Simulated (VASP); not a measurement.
# Cs: single point with PBE

The system is Cs.

```xyz
3
Lattice="8.5426 0.0000 0.0000 -4.2713 7.3981 0.0000 0.0000 0.0000 5.1323" Properties=species:S:1:pos:R:3 pbc="T T T"
Cs    4.2713    7.3981    0.0000
Cs    0.0000    4.9320    2.5661
Cs    4.2713    2.4660    2.5661
```

This isn't the form of Cs at room conditions, which is bcc.

```
Program             : VASP 6.6.1
Task                : single point
Functional          : PBE
Potentials or basis : VASP PAW PBE potentials, release 64 (Cs_sv)
Cutoff              : 520 eV
k mesh              : 6 × 6 × 8
Occupations         : fermi-dirac, width 0.1 eV
Spin                : no spin polarisation
```

The pressure is 0.2 GPa and the band gap on the k mesh is zero (an odd number of electrons rules out a gap without spin polarisation).

Levels at points of the mesh, in eV from the Fermi level:
```tsv
k point	band 11	band 12	band 13	band 14	band 15	band 16
(0.00, 0.00, 0.00)	-10.55	-10.51	-1.74	0.68	0.90	0.90
(0.50, 0.00, 0.00)	-10.56	-10.51	-0.85	-0.85	0.00	0.92
(0.00, 0.00, 0.50)	-10.56	-10.56	-0.19	0.07	0.70	0.70
(0.50, 0.00, 0.50)	-10.56	-10.55	0.14	0.19	0.72	0.73
```

Run time: 120 s on 1 thread of AMD EPYC 9R45 96-Core Processor (Zen 5), with other jobs on the host, peak memory 0.48 GiB.

Caveat: spin-orbit coupling is left out, which moves the levels of the heavy elements.
